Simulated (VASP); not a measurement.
Set up this calculation in VASP 6.6.1, as the native input.

| Quantity | Value |
| --- | --- |
| Task | single point |
| Functional | LDA |
| Potentials or basis | VASP PAW LDA potentials, release 64 (Al, N) |
| Cutoff | 520 eV |
| k mesh | 8 × 6 × 4 |
| Occupations | gaussian, width 0.05 eV |
| Spin | no spin polarisation |
| Dipole correction | no |
| Further INCAR settings | ALGO = Normal; EDIFF = 1e-07; NBANDS = 26 |

The structure of AlN lies in POSCAR:

```
AlN
1.0
   -1.6378403119      2.8368226349      0.0000000000
    0.0000000000      0.0000000000      4.1006264518
    4.9135209358      2.8368226349      0.0000000000
Al N
4 4
Direct
    0.3070137102      0.7500000000      0.2285203311
    1.0000000000      0.7500000000      0.6666666667
    0.0000000000      0.2500000000      0.3333333333
    0.5000000000      0.2500000000      0.8333333333
    0.5000000000      0.2500000000      0.1666666667
    1.0000000000      0.2500000000      0.6666666667
    0.0000000000      0.7500000000      0.3333333333
    0.5000000000      0.7500000000      0.8333333333
```

This cell differs from its parent crystal: atom 1 (Al) moved by +0.620 Å along [1 0 0] and -0.372 Å along [1 2 0].

One way to write it, as run:

INCAR

```
SYSTEM = AlN
ALGO = Normal
EDIFF = 1E-7
ENCUT = 520
ISIF = 2
ISMEAR = 0
LASPH = .True.
LCHARG = .False.
LREAL = .False.
LWAVE = .False.
NBANDS = 26
NELM = 60
PREC = Accurate
SIGMA = 0.05
```

KPOINTS

```
k-points
0
Gamma
  8 6 4
  0 0 0
```

Potentials or basis: VASP PAW LDA potentials, release 64 (Al, N).

Launch:

```bash
$ cat potpaw_LDA.64/Al/POTCAR potpaw_LDA.64/N/POTCAR > POTCAR
$ mpirun -np 1 vasp_std > vasp.out
```

It gave:

```yaml
Pressure: 51.2 GPa
Largest_force: 70.594 eV/Å
Band_gap_on_the_k_mesh: 3.03 eV, direct
```

Caveat: the cell differs from its parent crystal (atom 1 (Al) moved by +0.620 Å along [1 0 0] and -0.372 Å along [1 2 0]); forces of over 1 eV/Å act on the atoms, so gaps and moduli don't describe the material at rest.

It took 100 s on 1 thread of Intel(R) Xeon(R) 6975P-C (Granite Rapids) (shared host), peak memory 0.22 GiB.
